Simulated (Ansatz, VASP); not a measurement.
**One calculation of SiNi3, two programs**

```xyz
4
Lattice="3.5182 0.0000 0.0000 0.0000 3.5182 0.0000 0.0000 0.0000 3.5182" Properties=species:S:1:pos:R:3 pbc="T T T"
Ni    1.7591    1.7591    0.0000
Ni    1.7591    0.0000    1.7591
Ni    0.0000    1.7591    1.7591
Si    0.0000    0.0000    0.0000
```

Change from the starting cell: volume scaled by 0.98.

Alike in both runs: task single point; functional LDA; k mesh 8 × 8 × 8; occupations fermi-dirac, width 0.05 eV; collinear spin.

```csv
,VASP,Ansatz
version,VASP 6.6.1,Ansatz 0.2.0
potentials or method,"VASP PAW LDA potentials, release 64 (Ni, Si), cutoff 520 eV","all-electron LAPW, scalar-relativistic"
```

VASP gave:

| Item | Value |
| --- | --- |
| gap on the k mesh at the Fermi level (eV) | none |
| pressure (GPa) | -16.5 |
| net moment per atom (μB) | 0.00 |

Estimate Ansatz's values.

gap on the k mesh at the Fermi level (eV): none; pressure (GPa): -16.9; net moment per atom (μB): 0.00.

LDA's correlation is that of Perdew and Zunger in VASP and of Perdew and Wang (1992) in Ansatz. A gap of «none» marks a metal or a gap that the smearing closes. Ansatz ran all-electron here, and VASP with PAW potentials.
